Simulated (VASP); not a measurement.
A run of VASP 6.6.1 is set up as follows.

The input INCAR:

```
PREC = Accurate
ENCUT = 600
EDIFF = 1E-7
ISMEAR = 0
SIGMA = 0.1
LREAL = F
LASPH = T
NELM = 100
ALGO = Fast
ISIF = 3
LWAVE = F
LCHARG = F
GGA = PE
IBRION = 2
NSW = 90
EDIFFG = -0.04
```

File KPOINTS:

```
regular mesh
0
Gamma
  6 6 4
```

File POSCAR:

```
TaTl
1.0
    5.7239133076      0.0000000000      0.0000000000
   -2.8619566538      4.9570543334      0.0000000000
    0.0000000000      0.0000000000      4.6181573277
Ta Tl
3 3
Direct
    0.5000000000      0.0000000000      0.0000000000
    0.5000000000      0.5000000000      0.0000000000
    0.0000000000      0.5000000000      0.0000000000
    0.0000000000      0.0000000000      0.0000000000
    0.3333333333      0.6666666667      0.5000000000
    0.6666666667      0.3333333333      0.5000000000
```

Potentials or basis: VASP PAW PBE potentials, release 64 (Ta_pv, Tl_d).

Command:

```bash
$ cat potpaw_PBE.64/Ta_pv/POTCAR potpaw_PBE.64/Tl_d/POTCAR > POTCAR
$ mpirun -np 1 vasp_std > vasp.out
```

Q: Estimate the relaxed cell.

A: a = 5.783 Å, b = 5.783 Å, c = 5.070 Å, α = 90.00°, β = 90.00°, γ = 120.00°.

Q: Predict the band gap on the k mesh.

A: Zero (bands 36 and 37 overlap by 0.71 eV).

Q: Predict the relaxed volume.

A: 24.48 Å³/atom.

Step by step:
```tsv
step	energy change (eV)	largest force (eV/Å)	pressure (GPa)	volume (Å³)
1	0.0000	0.0000	14.22	131.03
2	0.1229	0.0000	-11.03	171.06
3	-0.7502	0.0000	-1.59	148.12
4	-0.7509	0.0000	-1.34	147.73
5	-0.8629	0.0000	0.38	146.31
6	-0.8629	0.0000	0.35	146.33
7	-0.8631	0.0000	-0.27	147.28
8	-0.8635	0.0000	0.00	146.86
```

Caveat: spin-orbit coupling is left out, which moves the levels of the heavy elements.
